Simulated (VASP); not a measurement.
Write the native input for VASP 6.6.1 that does the following.

```
Task                   : relaxation of cell and atoms
Functional             : PBE
Potentials or basis    : VASP PAW PBE potentials, release 64 (Si, Ru_pv)
Cutoff                 : 600 eV
k mesh                 : 6 × 6 × 4
Occupations            : gaussian, width 0.2 eV
Spin                   : no spin polarisation
Dipole correction      : no
Further INCAR settings : ALGO = Normal; EDIFF = 1e-07; IBRION = 2; EDIFFG = -0.025; NSW = 80; ISIF = 3
```

The structure of Si6Ru lies in POSCAR:

```
Si6Ru
1.0
    3.8663199553      0.0074771985     -0.0031029198
    0.0074771985      3.8594619306      0.0144817299
   -0.0063443299      0.0296098116      7.8785117193
Si Ru
6 1
Direct
   -0.0137628962      0.5168237569      0.5036904147
    0.5045846081     -0.0079884095      0.4987390820
   -0.0110799568      0.4968600658      0.8031881156
    0.4995718570      0.0066867667      0.8102662333
    0.0206456070      0.5028026878      0.1905818923
    0.4823617391     -0.0114570948      0.1827736846
    0.0176790418     -0.0037277728      0.0107605776
```

These files were run (other wordings do the same):

INCAR

```
PREC     = Accurate       # precision mode
ENCUT    = 600            # plane-wave cutoff, eV
EDIFF    = 1E-7           # SCF threshold, eV
ISMEAR   = 0              # smearing method
SIGMA    = 0.2            # smearing width, eV
LREAL    = F              # projectors in reciprocal space
LASPH    = T              # aspherical terms in the spheres
NELM     = 80             # most SCF steps
ALGO     = Normal         # electronic algorithm
ISIF     = 3              # what is computed and relaxed
LWAVE    = F              # write WAVECAR
LCHARG   = F              # write CHGCAR
GGA      = PE             # functional
IBRION   = 2              # ionic algorithm
NSW      = 80             # ionic steps
EDIFFG   = -0.025         # ionic threshold
```

KPOINTS

```
regular mesh
0
Gamma
  6 6 4
```

Potentials or basis: VASP PAW PBE potentials, release 64 (Si, Ru_pv).

The run is started by

```bash
$ cat potpaw_PBE.64/Si/POTCAR potpaw_PBE.64/Ru_pv/POTCAR > POTCAR
$ mpirun -np 1 vasp_std > vasp.out
```

It gave:

| Quantity | Value |
| --- | --- |
| Relaxed volume | 16.67 Å³/atom |
| Relaxed cell | a = 3.665 Å, b = 4.296 Å, c = 7.409 Å, α = 90.02°, β = 89.96°, γ = 90.02° |
| Space group after relaxing (to 0.1 Å) | Pmm2 (No. 25) |
| Energy gained by relaxing | 128.0 meV/atom |
| Ionic steps | 54 |
| Pressure after relaxing | 0.0 GPa |
| Largest force after relaxing | 0.024 eV/Å |
| Band gap on the k mesh | zero (bands 19 and 20 overlap by 1.43 eV) |

Run time: 58 min on 1 thread of AMD EPYC 9R45 96-Core Processor (Zen 5) (shared host), peak memory 0.38 GiB.
